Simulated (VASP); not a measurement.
The system is CaSe.

```
Ca Se
1.0
     4.88085    0.00000    0.00000
    -2.44043    4.22694    0.00000
     0.00000    0.00000    6.10074
Ca Se
2 2
Direct
  0.33333 0.66667 0.25000
  0.66667 0.33333 0.75000
  0.66667 0.33333 0.25000
  0.33333 0.66667 0.75000
```

```yaml
Program: VASP 6.6.1
Task: relaxation of cell and atoms
Functional: PBE
Potentials_or_basis: VASP PAW PBE potentials, release 64 (Ca_sv, Se)
Cutoff: 600 eV
k_mesh: 6 × 6 × 4
Occupations: fermi-dirac, width 0.02 eV
Spin: no spin polarisation
```

At the start: pressure 1.3 GPa; volume 31.47 Å³/atom.

How do energy, volume and symmetry change on relaxing?

Over 10 steps the energy falls by 22.4 meV/atom and the volume is 32.39 Å³/atom (+2.9 %); space group P6_3/mmc (No. 194, to 0.1 Å) before and after.

Step by step:
```csv
step,energy change (eV),largest force (eV/Å),pressure (GPa),volume (Å³)
1,0.0000,0.0000,1.26,125.86
2,-0.0802,0.0000,-0.26,130.36
3,-0.0839,0.0000,-0.59,131.63
4,-0.0893,0.0000,0.00,129.63
5,-0.0894,0.0000,-0.06,129.78
6,-0.0894,0.0000,-0.03,129.74
7,-0.0894,0.0000,0.00,129.61
8,-0.0894,0.0000,0.01,129.58
9,-0.0894,0.0000,0.03,129.52
10,-0.0894,0.0000,0.01,129.56
```

Final structure:
```cif
data_structure
_symmetry_space_group_name_H-M 'P 1'
_symmetry_Int_Tables_number 1
_cell_length_a 5.0351
_cell_length_b 5.0351
_cell_length_c 5.9011
_cell_angle_alpha 90.000
_cell_angle_beta 90.000
_cell_angle_gamma 120.000
_cell_volume 129.56
loop_
_atom_site_label
_atom_site_type_symbol
_atom_site_fract_x
_atom_site_fract_y
_atom_site_fract_z
_atom_site_occupancy
Ca1 Ca 0.33333 0.66667 0.25000 1
Ca2 Ca 0.66667 0.33333 0.75000 1
Se1 Se 0.66667 0.33333 0.25000 1
Se2 Se 0.33333 0.66667 0.75000 1
```
